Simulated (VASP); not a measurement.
Set up this calculation in VASP 6.6.1, as the native input.

```
Task                   : single point
Functional             : PBE
Potentials or basis    : VASP PAW PBE potentials, release 64 (Fe, O)
Cutoff                 : 520 eV
k mesh                 : 12 × 12 × 12
Occupations            : gaussian, width 0.02 eV
Spin                   : collinear spin, ferromagnetic start
Starting moments       : [3.9, 0.17] μB
Hubbard terms          : Fe d U = 5.3 eV
Dipole correction      : no
Further INCAR settings : ALGO = Normal; EDIFF = 1e-06; NBANDS = 18
```

The structure of FeO lies in POSCAR:

```
FeO
1.0
    1.5745444145      0.9090636416      2.4640867919
   -1.5745444145      0.9090636416      2.4640867919
    0.0000000000     -1.8181272831      2.4640867919
Fe O
1 1
Direct
    0.0000000000      0.0000000000      0.0000000000
    0.5000000000      0.5000000000      0.5000000000
```

These files were run (other wordings do the same):

INCAR

```
PREC     = Accurate       # precision mode
ENCUT    = 520            # plane-wave cutoff, eV
EDIFF    = 1E-6           # SCF threshold, eV
ISMEAR   = 0              # smearing method
SIGMA    = 0.02           # smearing width, eV
LREAL    = False          # projectors in reciprocal space
LASPH    = True           # aspherical terms in the spheres
NELM     = 150            # most SCF steps
ALGO     = Normal         # electronic algorithm
ISIF     = 2              # what is computed and relaxed
LWAVE    = False          # write WAVECAR
LCHARG   = False          # write CHGCAR
ISPIN    = 2              # spin polarisation
MAGMOM   = 3.9 0.17       # initial moments
LORBIT   = 11             # projections on sites
LMAXMIX  = 4              # l up to which the mixer works
LDAU     = True           # DFT+U
LDAUTYPE = 2            
LDAUL    = 2 -1           # shell
LDAUU    = 5.3 0          # U, eV
LDAUJ    = 0 0          
LDAUPRINT= 1            
GGA      = PE             # functional
NBANDS   = 18             # bands
```

KPOINTS

```
Automatic mesh
0
Gamma
  12 12 12
```

Potentials or basis: VASP PAW PBE potentials, release 64 (Fe, O).

Run with:

```console
$ cat potpaw_PBE.64/Fe/POTCAR potpaw_PBE.64/O/POTCAR > POTCAR
$ mpirun -np 1 vasp_std > vasp.out
```

Results of the run:

| Property | Result |
| --- | --- |
| Pressure | -6.8 GPa |
| Band gap on the k mesh | zero (filled and empty bands overlap) |
| Net moment | 4.00 μB per cell |
| Site moments | Fe +3.85; O +0.16 μB |
| Valence electrons inside the program's atomic spheres | Fe 6.67; O 4.99 |

Caveat: the cell stands under tension; a cell with one magnetic atom can't hold antiferromagnetic order, which such compounds often take.

Wall time 2.3 min on 1 thread of Intel(R) Xeon(R) Platinum 8259CL CPU @ 2.50GHz (Skylake/Cascade Lake), on a shared host, peak memory 0.23 GiB.
